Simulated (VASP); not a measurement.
# GeSb4Te4 (P3m1) in VASP: notebook, part 2 of 2

VASP 6.6.1. The steps go on from the part before.

**4. Single point, PBE**

This run uses another cell than the first one, of 33.64 Å³/atom, 1.028 times its volume.

Contents of INCAR:

```
SYSTEM = GeSb4Te4
PREC = Accurate ; ENCUT = 520
EDIFF = 1E-6 ; ISMEAR = 0
SIGMA = 0.03 ; LREAL = .False.
LASPH = .True. ; NELM = 80
ALGO = Normal ; ISIF = 2
LWAVE = .False. ; LCHARG = .False.
GGA = PE ; NBANDS = 39
```

Contents of KPOINTS:

```
Automatic mesh
0
Gamma
  9 9 2
  0 0 0
```

Contents of POSCAR:

```
GeSb4Te4
1.0
   -4.3299846501      0.0000000000      0.0000000000
   -2.1649923251     -3.7498767050      0.0000000000
    0.0000000000      0.0000000000     18.6486093019
Ge Sb Te
1 4 4
Direct
    0.0000000000      0.0000000000      0.3605222033
    0.3333333333      0.3333333333      0.8754450069
    0.6666666667      0.6666666667      0.7919760981
    0.6666666667      0.6666666667      0.1625102460
    0.3333333333      0.3333333333      0.5585341606
    0.3333333333      0.3333333333      0.2701607166
    0.6666666667      0.6666666667      0.4508836900
    1.0000000000      1.0000000000      0.0708994322
    0.0000000000      0.0000000000      0.6501449744
```

Potentials or basis: VASP PAW PBE potentials, release 64 (Ge_d, Sb, Te).

Launch:

```
$ cat potpaw_PBE.64/Ge_d/POTCAR potpaw_PBE.64/Sb/POTCAR potpaw_PBE.64/Te/POTCAR > POTCAR
$ mpirun -np 1 vasp_std > vasp.out
```

OUTCAR:

```text
SYSTEM = GeSb4Te4
   PREC = Accurate
   ENCUT = 520
   EDIFF = 1E-6
   ISMEAR = 0
   LREAL = .False.
   LASPH = .True.
   NELM = 80
   ISIF = 2
   GGA = PE

 ion  position               nearest neighbor table
   1  0.000  0.000  0.361-   6 3.01   7 3.01   7 3.01   6 3.01   6 3.01   7 3.01
   2  0.333  0.333  0.875-   3 2.94   3 2.94   3 2.94
   3  0.667  0.667  0.792-   2 2.94   2 2.94   2 2.94   9 3.64   9 3.64   9 3.64
   4  0.667  0.667  0.163-   8 3.03   8 3.03   8 3.03   6 3.21   6 3.21   6 3.21
   5  0.333  0.333  0.559-   9 3.03   9 3.03   9 3.03   7 3.21   7 3.21   7 3.21
   6  0.333  0.333  0.270-   1 3.01   1 3.01   1 3.01   4 3.21   4 3.21   4 3.21
   7  0.667  0.667  0.451-   1 3.01   1 3.01   1 3.01   5 3.21   5 3.21   5 3.21
   8  0.000  0.000  0.071-   4 3.03   4 3.03   4 3.03
   9  0.000  0.000  0.650-   5 3.03   5 3.03   5 3.03   3 3.64   3 3.64   3 3.64

  LATTYP: Found a hexagonal cell.
 ALAT       =     4.3299846501
 C/A-ratio  =     4.3068534438

  Lattice vectors:

 A1 = (   2.1649923251,   3.7498767050,   0.0000000000)
 A2 = (  -4.3299846501,   0.0000000000,   0.0000000000)
 A3 = (   0.0000000000,   0.0000000000,  18.6486093019)

Analysis of symmetry for initial positions (statically):
=====================================================================
 Subroutine PRICEL returns:
 Original cell was already a primitive cell.

 Routine SETGRP: Setting up the symmetry group for a
 hexagonal supercell.

 Subroutine GETGRP returns: Found  6 space group operations
 (whereof  6 operations were pure point group operations)
 out of a pool of 24 trial point group operations.

The static configuration has the point symmetry C_3v.

Analysis of symmetry for dynamics (positions and initial velocities):
=====================================================================
 Subroutine PRICEL returns:
 Original cell was already a primitive cell.

 Routine SETGRP: Setting up the symmetry group for a
[... 144 lines left out ...]
   GGA     = PE    functional components
   LHFCALC =     F    Hartree Fock is set to
   AEXX    =    0.0000 exact exchange contribution
   IVDW    =     0    specifies the selected vdW correction
   LEPSILON=     F    determine dielectric tensor
   LRPA    =     F    only Hartree local field effects (RPA)
 non-spin polarized calculation
 Gauss-broadening in eV      SIGMA  =   0.03
  energy-cutoff  :      520.00
  volume of cell :      302.80
 maximum number of plane-waves:      8182
   NGX = 17   NGY = 17   NGZ = 69

 number of electron      57.9999984 magnetization

 Free energy of the ion-electron system (eV)
  ---------------------------------------------------
  ext. energy  EPLUGINS =         0.00000000
  ---------------------------------------------------
  free energy    TOTEN  =       -34.32980603 eV

  energy without entropy =      -34.32979038  energy(sigma->0) =      -34.32979820

 E-fermi :   5.7838     XC(G=0):  -8.9530

 val. band max:        5.7355510454   @ k =   0.0000   0.0000   0.0000
 cond. band min:       5.8321413607   @ k =   0.0000   0.0000   0.0000
 fundamental gap:      0.0965903153
 Fermi energy:         5.7838462016

 k-point     1 :       0.0000    0.0000    0.0000
  band No.  band energies     occupation
      1     -19.3862      2.00000
      2     -19.3862      2.00000
      3     -19.3815      2.00000
      4     -19.3806      2.00000
      5     -19.3806      2.00000
      6      -7.4261      2.00000
[... 997 lines left out ...]
     38       9.2079      0.00000
     39       9.9255      0.00000

------------------------ aborting loop because EDIFF is reached ----------------------------------------

  FORCE on cell =-STRESS in cart. coord.  units (eV):
  Direction    XX          YY          ZZ          XY          YZ          ZX
  --------------------------------------------------------------------------------------
  -------------------------------------------------------------------------------------
  Total       -0.9404909     -0.9404909     -0.4218744     -0.0000000     -0.0000000      0.0000000
  in kB       -4.9764011     -4.9764011     -2.2322559     -0.0000000     -0.0000000      0.0000000
  external PRESSURE =      -4.0616860 kB  Pullay stress =       0.0000000 kB

 VOLUME and BASIS-vectors are now :
 -----------------------------------------------------------------------------
  energy-cutoff  :      520.00
  volume of cell :      302.80
      direct lattice vectors                 reciprocal lattice vectors
    -4.329984650  0.000000000  0.000000000    -0.230947701  0.133337717  0.000000000
    -2.164992325 -3.749876705  0.000000000     0.000000000 -0.266675435  0.000000000
     0.000000000  0.000000000 18.648609302     0.000000000  0.000000000  0.053623302

 POSITION                                       TOTAL-FORCE (eV/Angst)
 -----------------------------------------------------------------------------------
      0.00000      0.00000      6.72324        -0.000000     -0.000000     -0.017225
     -2.16499     -1.24996     16.32583        -0.000000     -0.000000      0.082491
     -4.32998     -2.49992     14.76925         0.000000     -0.000000     -0.037970
     -4.32998     -2.49992      3.03059        -0.000000     -0.000000     -0.089399
     -2.16499     -1.24996     10.41589         0.000000      0.000000     -0.027876
     -2.16499     -1.24996      5.03812         0.000000      0.000000     -0.004746
     -4.32998     -2.49992      8.40835         0.000000      0.000000      0.037083
      0.00000      0.00000      1.32218         0.000000     -0.000000      0.028948
      0.00000      0.00000     12.12430        -0.000000     -0.000000      0.028694
 -----------------------------------------------------------------------------------
    total drift:                               -0.000000     -0.000000     -0.000382

  FREE ENERGIE OF THE ION-ELECTRON SYSTEM (eV)
  ---------------------------------------------------
  free  energy   TOTEN  =       -34.3298060305 eV

  energy  without entropy=      -34.3297903791  energy(sigma->0) =      -34.32979820
```

OSZICAR:

```text
N       E                     dE             d eps       ncg     rms          rms(c)
DAV:   1     0.431232413413E+03    0.43123E+03   -0.21498E+04  2117   0.155E+03
DAV:   2     0.278617686071E+02   -0.40337E+03   -0.38799E+03  2119   0.364E+02
DAV:   3    -0.312123125176E+02   -0.59074E+02   -0.57307E+02  2283   0.117E+02
DAV:   4    -0.344267605839E+02   -0.32144E+01   -0.31815E+01  2290   0.314E+01
DAV:   5    -0.345352286359E+02   -0.10847E+00   -0.10833E+00  2642   0.600E+00    0.964E+00
DAV:   6    -0.343196291192E+02    0.21560E+00   -0.38882E-01  2618   0.274E+00    0.644E+00
DAV:   7    -0.343463782517E+02   -0.26749E-01   -0.37953E-01  2356   0.232E+00    0.933E-01
DAV:   8    -0.343343757631E+02    0.12002E-01   -0.17478E-01  2347   0.185E+00    0.724E-01
DAV:   9    -0.343291888621E+02    0.51869E-02   -0.39999E-02  2286   0.818E-01    0.518E-01
DAV:  10    -0.343296814093E+02   -0.49255E-03   -0.82079E-03  2397   0.372E-01    0.315E-01
DAV:  11    -0.343298995974E+02   -0.21819E-03   -0.38152E-03  2440   0.264E-01    0.907E-02
DAV:  12    -0.343297856989E+02    0.11390E-03   -0.11494E-03  2488   0.147E-01    0.481E-02
DAV:  13    -0.343298062448E+02   -0.20546E-04   -0.20986E-04  2423   0.626E-02    0.402E-02
DAV:  14    -0.343298064684E+02   -0.22359E-06   -0.55758E-05  2215   0.273E-02    0.227E-02
DAV:  15    -0.343298063091E+02    0.15928E-06   -0.11056E-05  2512   0.165E-02    0.107E-02
DAV:  16    -0.343298060305E+02    0.27865E-06   -0.36856E-06  2136   0.735E-03
   1 F= -.34329806E+02 E0= -.34329798E+02  d E =-.156514E-04
```

It took 8.2 min on 1 thread of Oxide Virtual Turin-like, shared host; peak memory 0.51 GiB.

What came out:

| Property | Result |
| --- | --- |
| Free energy | -34.3298 eV |
| Pressure | -0.4 GPa |
| Largest force | 0.089 eV/Å |
| Band gap on the k mesh | 0.10 eV, direct |

Forces in eV/Å, atoms in the order of the input:
```
Ge   0.000  0.000 -0.017
Sb   0.000  0.000  0.082
Sb   0.000  0.000 -0.038
Sb   0.000  0.000 -0.089
Sb   0.000  0.000 -0.028
Te   0.000  0.000 -0.005
Te   0.000  0.000  0.037
Te   0.000  0.000  0.029
Te   0.000  0.000  0.029
```

Stress tensor (GPa, compression positive):
```
-0.50  0.00  0.00
 0.00 -0.50  0.00
 0.00  0.00 -0.22
```

Caveat: spin-orbit coupling is left out, which moves the levels of the heavy elements; this functional lacks dispersion, which binds the layers, so the pressure and a relaxed spacing across them are unreliable. A k mesh can miss the band edges.

**5. Overview**

| cell | gap on the mesh (eV) | pressure (GPa) | largest force (eV/Å) |
| --- | --- | --- | --- |
| a = 4.330, b = 4.330, c = 18.149 Å, angles 90.0, 90.0, 60.0°, 9 atoms | 0.15 | -0.3 | 0.10 |
| a = 4.330, b = 4.330, c = 18.399 Å, angles 90.0, 90.0, 60.0°, 9 atoms | 0.17 | -0.4 | 0.09 |
| a = 4.330, b = 4.330, c = 18.649 Å, angles 90.0, 90.0, 60.0°, 9 atoms | 0.10 | -0.4 | 0.09 |

Alike in all rows: task single point; level PBE; potentials or basis VASP PAW PBE potentials, release 64 (Ge_d, Sb, Te); no spin polarisation; k mesh 9 × 9 × 2; cutoff (eV) 520; smearing gaussian 0.03 eV.

Caveats: spin-orbit coupling is left out, which moves the levels of the heavy elements; this functional lacks dispersion, which binds the layers, so the pressure and a relaxed spacing across them are unreliable.

Total energies depend on the potentials used, so only differences within one code and one set of settings carry meaning.
